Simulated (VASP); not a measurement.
A run of VASP 6.6.1 is set up as follows.

File INCAR:

```
SYSTEM = CdS
PREC = Accurate ; ENCUT = 520
EDIFF = 1E-6 ; ISMEAR = -1
SIGMA = 0.02 ; LREAL = .FALSE.
LASPH = .TRUE. ; NELM = 60
ALGO = Normal ; ISIF = 2
LWAVE = .FALSE. ; LCHARG = .FALSE.
GGA = PE ; IBRION = 2
NSW = 80 ; EDIFFG = -0.02
KPAR = 2
```

File KPOINTS:

```
Automatic mesh
0
G
  12 12 7
  0 0 0
```

File POSCAR:

```
CdS
1.0
    4.1500000000      0.0000000000      0.0000000000
   -2.0750000000      3.5940054257      0.0000000000
    0.0000000000      0.0000000000      6.9391100000
Cd S
2 2
Direct
    0.3333333333      0.6666666667     -0.0010297073
    0.6666666667      0.3333333333      0.4989702927
    0.3333333333      0.6666666667      0.3760297073
    0.6666666667      0.3333333333      0.8760297073
```

Potentials or basis: VASP PAW PBE potentials, release 64 (Cd, S).

Command:

```console
$ cat potpaw_PBE.64/Cd/POTCAR potpaw_PBE.64/S/POTCAR > POTCAR
$ mpirun -np 2 vasp_std > vasp.out
```

Q: What does it give for the energy gained by relaxing?

A: 2.0 meV/atom.

Q: Estimate the band gap on the k mesh.

A: 1.07 eV.

Stress tensor (GPa, compression positive):
```
 1.05  0.00  0.00
 0.00  1.05  0.00
 0.00  0.00 -0.28
```

Caveat: the cell differs from its parent crystal (z stretched by +3 %). A k mesh can miss the band edges.
